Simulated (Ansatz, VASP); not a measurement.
H in VASP and in Ansatz

```xyz
8
Lattice="-0.0014 3.6702 3.7150 3.5086 -0.0049 3.7171 3.5059 3.6676 -0.0002" Properties=species:S:1:pos:R:3 pbc="T T T"
H    -0.8850    0.6527   -0.2572
H     2.6200    4.8544    3.9756
H     0.8908    3.0173    5.2925
H     4.3913    6.1487    5.8302
H     4.3868    2.4793    5.8483
H     0.8787    3.0226    1.5953
H     2.6288    1.1846    3.9970
H     2.6192    4.3122    3.4442
```

Change from the starting cell: fcc type (Fm-3m, No. 225); cell x8, atoms moved at random (sigma 0.05 Å) and cell strained at random (1.5 %), then relaxed without symmetry.

Alike in both runs: functional PBEsol; k mesh 8 × 8 × 8; occupations gaussian, width 0.1 eV; no spin polarisation.

Ansatz relaxed the structure, and its values are those at the end. VASP's run is a single point on that final structure, the one shown.

|  | VASP | Ansatz |
| --- | --- | --- |
| version | VASP 6.6.1 | Ansatz 0.2.0 |
| potentials or method | VASP PAW PBE potentials, release 64 (H), cutoff 520 eV | scalar-relativistic, plane waves, PAW |
| valence electrons in the cell | 8 | 8 |

|  | VASP | Ansatz | Ansatz less VASP |
| --- | --- | --- | --- |
| gap on the k mesh at the Fermi level (eV) | 8.42 | 8.42 | -0.001 |
| least direct gap on the mesh (eV) | 9.22 | 9.22 | 0.000 |
| pressure (GPa) | -0.1 | 0.1 | +0.18 |
| rms of the force components (eV/Å) | 0.007 | 0.005 | -0.0015 |

VASP's potentials were made for PBE, not for PBEsol.
